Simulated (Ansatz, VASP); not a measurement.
One calculation of Zr, two programs

```
CELL_PARAMETERS angstrom
-1.81601 1.81601 1.81601
1.81601 -1.81601 1.81601
1.81601 1.81601 -1.81601
ATOMIC_POSITIONS crystal
Zr 0.00000 0.00000 0.00000
```

Change from the starting cell: volume scaled by 1.01, PAW files.

Alike in both runs: task electric field gradients; functional PBE; k mesh 14 × 14 × 14; occupations fermi-dirac, width 0.08 eV; no spin polarisation.

|  | VASP | Ansatz |
| --- | --- | --- |
| version | VASP 6.6.1 | Ansatz 0.2.0 |
| potentials or method | VASP PAW PBE potentials, release 64 (Zr_sv) | PAW with Ansatz's default frozen-core files, scalar-relativistic |
| plane-wave cutoff (eV) | 400 | 420 |
| valence electrons in the cell | 12 | 12 |

Ansatz gave:

```
pressure (GPa) : -3.8
```

**Question.** What did VASP give for the same quantities?

**Answer.** Pressure (GPa): -3.9.
